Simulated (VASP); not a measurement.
# AlN (P6_3mc) in VASP: notebook, part 2 of 2

VASP 6.6.1.

## Step 3: Single point, PBEsol (film at in-plane strain -0.02)

File INCAR:

```
SYSTEM = AlN
PREC     = Accurate       ! precision mode
ENCUT    = 520            ! plane-wave cutoff, eV
EDIFF    = 1E-6           ! SCF threshold, eV
ISMEAR   = 0              ! smearing method
SIGMA    = 0.01           ! smearing width, eV
LREAL    = .False.        ! projectors in reciprocal space
LASPH    = .True.         ! aspherical terms in the spheres
NELM     = 60             ! most SCF steps
ALGO     = Normal         ! electronic algorithm
ISIF     = 2              ! what is computed and relaxed
LWAVE    = .False.        ! write WAVECAR
LCHARG   = .True.         ! write CHGCAR
GGA      = PS             ! functional
LELF     = .True.         ! ELF
LVHAR    = .True.       
NBANDS   = 16             ! bands
```

File KPOINTS:

```
regular mesh
0
Gamma
  8 8 6
  0 0 0
```

File POSCAR:

```
AlN
1.0
    3.0515529370      0.0000000000      0.0000000000
   -1.5257764685      2.6427223644      0.0000000000
    0.0000000000      0.0000000000      5.0410025895
Al N
2 2
Direct
    0.3333333333      0.6666666667      0.0019306736
    0.6666666667      0.3333333333      0.5019306736
    0.3333333333      0.6666666667      0.3780693264
    0.6666666667      0.3333333333      0.8780693264
```

Potentials or basis: VASP PAW PBE potentials, release 64 (Al, N).

Run with:

```bash
$ cat potpaw_PBE.64/Al/POTCAR potpaw_PBE.64/N/POTCAR > POTCAR
$ mpirun -np 1 vasp_std > vasp.out
```

OUTCAR:

```text
SYSTEM = AlN
   PREC = Accurate
   ENCUT = 520
   EDIFF = 1E-6
   ISMEAR = 0
   LREAL = .False.
   LASPH = .True.
   NELM = 60
   ISIF = 2
   GGA = PS

 ion  position               nearest neighbor table
   1  0.333  0.667  0.002-   4 1.87   4 1.87   4 1.87   3 1.90   2 3.08   2 3.08   2 3.08   2 3.08
                             2 3.08   2 3.08
   2  0.667  0.333  0.502-   3 1.87   3 1.87   3 1.87   4 1.90   1 3.08   1 3.08   1 3.08   1 3.08
                             1 3.08   1 3.08
   3  0.333  0.667  0.378-   2 1.87   2 1.87   2 1.87   1 1.90
   4  0.667  0.333  0.878-   1 1.87   1 1.87   1 1.87   2 1.90

  LATTYP: Found a hexagonal cell.
 ALAT       =     3.0515529370
 C/A-ratio  =     1.6519466297

  Lattice vectors:

 A1 = (   3.0515529370,   0.0000000000,   0.0000000000)
 A2 = (  -1.5257764685,   2.6427223644,   0.0000000000)
 A3 = (   0.0000000000,   0.0000000000,   5.0410025895)

Analysis of symmetry for initial positions (statically):
=====================================================================
 Subroutine PRICEL returns:
 Original cell was already a primitive cell.

 Routine SETGRP: Setting up the symmetry group for a
 hexagonal supercell.

 Subroutine GETGRP returns: Found 12 space group operations
 (whereof  6 operations were pure point group operations)
 out of a pool of 24 trial point group operations.

The static configuration has the point symmetry C_3v.
 The point group associated with its full space group is C_6v.

Analysis of symmetry for dynamics (positions and initial velocities):
=====================================================================
 Subroutine PRICEL returns:
 Original cell was already a primitive cell.

 Routine SETGRP: Setting up the symmetry group for a
 hexagonal supercell.

 Subroutine GETGRP returns: Found 12 space group operations
 (whereof  6 operations were pure point group operations)
 out of a pool of 24 trial point group operations.

The dynamic configuration has the point symmetry C_3v.
 The point group associated with its full space group is C_6v.

 Subroutine INISYM returns: Found 12 space group operations
 (whereof  6 operations are pure point group operations),
 and found     1 'primitive' translations

----------------------------------------------------------------------------------------

                                     Primitive cell

  volume of cell :      40.6527

  direct lattice vectors                    reciprocal lattice vectors
     3.051552937  0.000000000  0.000000000     0.327702000  0.189198838  0.000000000
    -1.525776468  2.642722364  0.000000000     0.000000000  0.378397676  0.000000000
     0.000000000  0.000000000  5.041002589     0.000000000  0.000000000  0.198373237

  length of vectors
     3.051552937  3.051552937  5.041002589     0.378397676  0.378397676  0.198373237

  position of ions in fractional coordinates (direct lattice)
     0.333333333  0.666666667  0.001930674
     0.666666667  0.333333333  0.501930674
     0.333333333  0.666666667  0.378069326
     0.666666667  0.333333333  0.878069326

  ion indices of the primitive-cell ions
   primitive index   ion index
                 1           1
                 2           2
                 3           3
                 4           4

[... 31 lines left out ...]
  0.375000  0.000000  0.000000      6.000000
  0.500000  0.000000  0.000000      3.000000
  0.125000  0.125000  0.000000      6.000000
[... 16 lines left out ...]
  0.250000  0.000000  0.333333     12.000000
  0.375000  0.000000  0.333333     12.000000
 [... further k-points ...]
   k-points           NKPTS =     40   k-points in BZ     NKDIM =     40   number of bands    NBANDS=     16
   number of dos      NEDOS =    301   number of ions     NIONS =      4
   total plane-waves  NPLWV =  23040
   dimension x,y,z NGX =    24 NGY =   24 NGZ =   40
   dimension x,y,z NGXF=    48 NGYF=   48 NGZF=   80
   ions per type =               2   2
   NGX,Y,Z   is equivalent  to a cutoff of  13.07, 13.07, 13.19 a.u.
   NGXF,Y,Z  is equivalent  to a cutoff of  26.15, 26.15, 26.38 a.u.
 SYSTEM =  AlN
   PREC   = accura    normal or accurate (medium, high low for compatibility)
   ISTART =      0    job   : 0-new  1-cont  2-samecut
   ICHARG =      2    charge: 1-file 2-atom 10-const
   ISPIN  =      1    spin polarized calculation?
   LNONCOLLINEAR =      F non collinear calculations
   LSORBIT =      F    spin-orbit coupling
   LASPH  =      T    aspherical Exc in radial PAW
   ENCUT  =  520.0 eV  38.22 Ry    6.18 a.u.   5.67  5.67  9.37*2*pi/ulx,y,z
   NELM   =     60;   NELMIN=  2; NELMDL= -5     # of ELM steps
   EDIFF  = 0.1E-05   stopping-criterion for ELM
   LREAL  =      F    real-space projection
   EDIFFG = 0.1E-04   stopping-criterion for IOM
   NSW    =      0    number of steps for IOM
   IBRION =     -1    ionic relax: 0-MD 1-quasi-New 2-CG
   NFREE  =      0    steps in history (QN), initial steepest desc. (CG)
   ISIF   =      2    stress and relaxation
   ISYM   =      2    0-nonsym 1-usesym 2-fastsym
   POTIM  = 0.5000    time-step for ionic-motion
   TEBEG  =    0.0;   TEEND  =   0.0 temperature during run
   PSTRESS=    0.0 pullay stress
   NELECT =      16.0000    total number of electrons
   NUPDOWN=      -1.0000    fix difference up-down
   EMIN   =  10.00;   EMAX   =-10.00  energy-range for DOS
   EFERMI =   0.00;   METHOD = LEGACY
   ISMEAR =     0;   SIGMA  =   0.01  broadening in eV -4-tet -1-fermi 0-gaus
   EFERMI_NEDOS =   21; number of points for ismear=-14 and -15
   IALGO  =     38    algorithm
   IMIX   =      4    mixing-type and parameters
     AMIX     =   0.40;   BMIX     =  1.00
     AMIX_MAG =   1.60;   BMIX_MAG =  1.00
  volume/ion in A,a.u.               =      10.16        68.58
  Fermi-wavevector in a.u.,A,eV,Ry     =   1.199734  2.267169 19.583711  1.439362
  Thomas-Fermi vector in A             =   2.335589
   LORBIT       =      0    0 simple, 1 ext, 2 COOP (PROOUT), +10 PAW based schemes
   GGA     = PS    functional components
   LHFCALC =     F    Hartree Fock is set to
   AEXX    =    0.0000 exact exchange contribution
   IVDW    =     0    specifies the selected vdW correction
   LEPSILON=     F    determine dielectric tensor
   LRPA    =     F    only Hartree local field effects (RPA)
 non-spin polarized calculation
 Gauss-broadening in eV      SIGMA  =   0.01
  energy-cutoff  :      520.00
  volume of cell :       40.65
 maximum number of plane-waves:      1111
 NGX is ok and might be reduce to    24
   NGX = 11   NGY = 11   NGZ = 19

 number of electron      15.9999998 magnetization

 Free energy of the ion-electron system (eV)
  ---------------------------------------------------
  ext. energy  EPLUGINS =         0.00000000
  ---------------------------------------------------
  free energy    TOTEN  =       -31.26215572 eV

  energy without entropy =      -31.26215572  energy(sigma->0) =      -31.26215572

 E-fermi :   6.3086     XC(G=0): -11.2280

 val. band max:        6.1895751223   @ k =   0.0000   0.0000   0.0000
 cond. band min:      10.6428477338   @ k =   0.0000   0.0000   0.0000
 fundamental gap:      4.4532726115
 Fermi energy:         6.3085550142

 k-point     1 :       0.0000    0.0000    0.0000
  band No.  band energies     occupation
      1      -9.0026      2.00000
      2      -6.8656      2.00000
      3       0.0264      2.00000
      4       5.6157      2.00000
      5       5.6157      2.00000
      6       6.1223      2.00000
[... 433 lines left out ...]
      3       0.9468      2.00000
      4       1.5788      2.00000
      5       3.7086      2.00000
      6       4.7562      2.00000
[... 8 lines left out ...]
     15      18.6889      0.00000
     16      20.7107      0.00000

 [... further k-points ...]

------------------------ aborting loop because EDIFF is reached ----------------------------------------

  FORCE on cell =-STRESS in cart. coord.  units (eV):
  Direction    XX          YY          ZZ          XY          YZ          ZX
  --------------------------------------------------------------------------------------
  -------------------------------------------------------------------------------------
  Total        2.4804518      2.4804518     -0.0223069      0.0000000      0.0000000      0.0000000
  in kB       97.7579314     97.7579314     -0.8791459      0.0000000      0.0000000      0.0000000
  external PRESSURE =      64.8789056 kB  Pullay stress =       0.0000000 kB

 VOLUME and BASIS-vectors are now :
 -----------------------------------------------------------------------------
  energy-cutoff  :      520.00
  volume of cell :       40.65
      direct lattice vectors                 reciprocal lattice vectors
     3.051552937  0.000000000  0.000000000     0.327702000  0.189198838  0.000000000
    -1.525776468  2.642722364  0.000000000     0.000000000  0.378397676  0.000000000
     0.000000000  0.000000000  5.041002589     0.000000000  0.000000000  0.198373237

 POSITION                                       TOTAL-FORCE (eV/Angst)
 -----------------------------------------------------------------------------------
     -0.00000      1.76181      0.00973         0.000000      0.000000      0.002204
      1.52578      0.88091      2.53023        -0.000000     -0.000000      0.002204
     -0.00000      1.76181      1.90585         0.000000      0.000000     -0.002204
      1.52578      0.88091      4.42635        -0.000000      0.000000     -0.002204
 -----------------------------------------------------------------------------------
    total drift:                               -0.000000      0.000000     -0.000295

  FREE ENERGIE OF THE ION-ELECTRON SYSTEM (eV)
  ---------------------------------------------------
  free  energy   TOTEN  =       -31.2621557191 eV

  energy  without entropy=      -31.2621557191  energy(sigma->0) =      -31.26215572
```

Run time: 11 s. Hardware: 1 thread of Intel Xeon 6975P-C, shared host; peak memory 0.16 GiB.

What came out:

- Free energy: -31.2622 eV
- Pressure: 6.5 GPa
- Band gap on the k mesh: 4.45 eV, direct

Forces on the atoms (eV/Å):
```
Al   0.000  0.000  0.002
Al   0.000  0.000  0.002
N    0.000  0.000 -0.002
N    0.000  0.000 -0.002
```

Levels at points of the mesh, in eV from the valence-band top:
```
           k point  band 4  band 5  band 6  band 7  band 8  band 9  band 10  band 11  band 12  band 13
(0.00, 0.00, 0.00)   -0.57   -0.57   -0.07    0.00    0.00    4.45     7.23    10.64    11.69    11.69
(0.50, 0.00, 0.00)   -4.22   -3.33   -1.85   -1.77   -0.55    5.62     6.05     8.48    10.43    11.16
(0.00, 0.00, 0.50)   -3.45   -0.29   -0.29   -0.29   -0.29    6.84     6.84    10.43    10.43    12.00
(0.50, 0.00, 0.50)   -5.60   -1.39   -1.39   -1.27   -1.27    5.28     5.28     9.43     9.43    12.08
```

Caveat: the cell differs from its parent crystal (film at in-plane strain -0.02); the PAW data sets were made with another functional, which shifts forces and pressure a little. A k mesh can miss the band edges.
